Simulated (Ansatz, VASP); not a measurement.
Re2Sb3 in VASP and in Ansatz

```xyz
5
Lattice="4.5145 0.0000 0.0000 -2.2572 3.9096 0.0000 0.0000 0.0000 5.9095" Properties=species:S:1:pos:R:3 pbc="T T T"
Re    0.0000    2.6064    0.9417
Re    2.2572    1.3032    4.9678
Sb    0.0000    0.0000    0.0000
Sb    0.0000    2.6064    3.8623
Sb    2.2572    1.3032    2.0472
```

Alike in both runs: functional PBE; k mesh 6 × 6 × 4; occupations gaussian, width 0.1 eV; no spin polarisation.

Ansatz relaxed the structure, and its values are those at the end. VASP's run is a single point on that final structure, the one shown.

|  | VASP | Ansatz |
| --- | --- | --- |
| version | VASP 6.6.1 | Ansatz 0.2.0 |
| potentials or method | VASP PAW PBE potentials, release 64 (Re, Sb), cutoff 520 eV | scalar-relativistic, plane waves, PAW |
| valence electrons in the cell | 29 | 75 |

Ansatz gave:

| Quantity | Value |
| --- | --- |
| gap on the k mesh at the Fermi level (eV) | none |
| pressure (GPa) | 0.0 |
| rms of the force components (eV/Å) | 0.009 |

**Question.** Estimate VASP's values.

**Answer.** gap on the k mesh at the Fermi level (eV): none; pressure (GPa): -0.1; rms of the force components (eV/Å): 0.017.

A gap of «none» marks a metal or a gap that the smearing closes. With one functional, cell and mesh, what is left measures potentials, basis and numerics. VASP's potentials hold 29 valence electrons a cell and Ansatz's 75, so a difference there can come from the potentials and not from the codes.

Spin-orbit coupling is off throughout.
